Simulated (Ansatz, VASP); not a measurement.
One calculation of Pt, two programs

```xyz
2
Lattice="2.4501 0.0000 0.0000 -1.2250 2.3908 0.0000 0.0000 0.0000 4.7921" Properties=species:S:1:pos:R:3 pbc="T T T"
Pt    1.2250    0.7969    3.5941
Pt    0.0000    1.5939    1.1980
```

Change from the starting cell: strain -0.1125 x Voigt [1, 0, 0, 0, 0, 0], atoms carried along.

Alike in both runs: task single point; functional PBEsol; k mesh 18 × 18 × 10; occupations gaussian, width 0.15 eV; no spin polarisation.

```csv
,VASP,Ansatz
version,VASP 6.6.1,Ansatz 0.2.0
potentials or method,"VASP PAW PBE potentials, release 64 (Pt), cutoff 520 eV","scalar-relativistic, plane waves, PAW"
valence electrons in the cell,20,36
```

Ansatz gave:

* gap on the k mesh at the Fermi level (eV): none
* pressure (GPa): 35.9
* traceless stress, the component that is largest in VASP (GPa): 45.60
* rms of the force components (eV/Å): 0.006

Q: Which values does VASP return?

A: gap on the k mesh at the Fermi level (eV): none; pressure (GPa): 35.6; traceless stress, the component that is largest in VASP (GPa): 45.43; rms of the force components (eV/Å): 0.006.

VASP's potentials were made for PBE, not for PBEsol. Atom by atom the forces differ by 0.000 eV/Å (rms over components). A gap of «none» marks a metal or a gap that the smearing closes. Both programs put the cell under a high pressure, so it lies far from rest at this level. VASP's potentials hold 20 valence electrons a cell and Ansatz's 36, so a difference there can come from the potentials and not from the codes.

Neither program's run includes spin-orbit coupling.
